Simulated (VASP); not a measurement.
Input of a VASP 6.6.1 run:

INCAR

```
ALGO = Normal
EDIFF = 1E-7
ENCUT = 520
GGA = PS
ISIF = 2
ISMEAR = -1
LASPH = T
LCHARG = F
LREAL = F
LWAVE = F
NBANDS = 39
NELM = 60
PREC = Accurate
SIGMA = 0.03
```

KPOINTS

```
k-points
0
Gamma
  6 6 6
```

The input POSCAR:

```
SnPb2Se3
1.0
   -2.1372323791      3.0254937718      6.4200702171
    2.1372323791     -3.0254937718      6.4200702171
    2.1372323791      3.0254937718     -6.4200702171
Sn Pb Se
1 2 3
Direct
    0.0000000000      0.0000000000      0.0000000000
    0.6679115891      0.6679115891      0.0000000000
    0.3320884109      0.3320884109      0.0000000000
    0.5000000000      0.0000000000      0.5000000000
    0.1614657549      0.6614657549      0.5000000000
    0.8385342451      0.3385342451      0.5000000000
```

Potentials or basis: VASP PAW PBE potentials, release 64 (Sn_d, Pb_d, Se).

Command:

```console
$ cat potpaw_PBE.64/Sn_d/POTCAR potpaw_PBE.64/Pb_d/POTCAR potpaw_PBE.64/Se/POTCAR > POTCAR
$ mpirun -np 1 vasp_std > vasp.out
```

Q: Estimate the band gap on the k mesh.

A: 0.18 eV.

Q: Predict the pressure.

A: 0.0 GPa.

Forces on the atoms (eV/Å):
```
Sn   0.000  0.000  0.000
Pb   0.000  0.000  0.000
Pb   0.000  0.000  0.000
Se   0.000  0.000  0.000
Se   0.000  0.000  0.002
Se   0.000  0.000 -0.002
```

Caveat: the PAW data sets were made with another functional, which shifts forces and pressure a little; spin-orbit coupling is left out, which moves the levels of the heavy elements. A k mesh can miss the band edges.
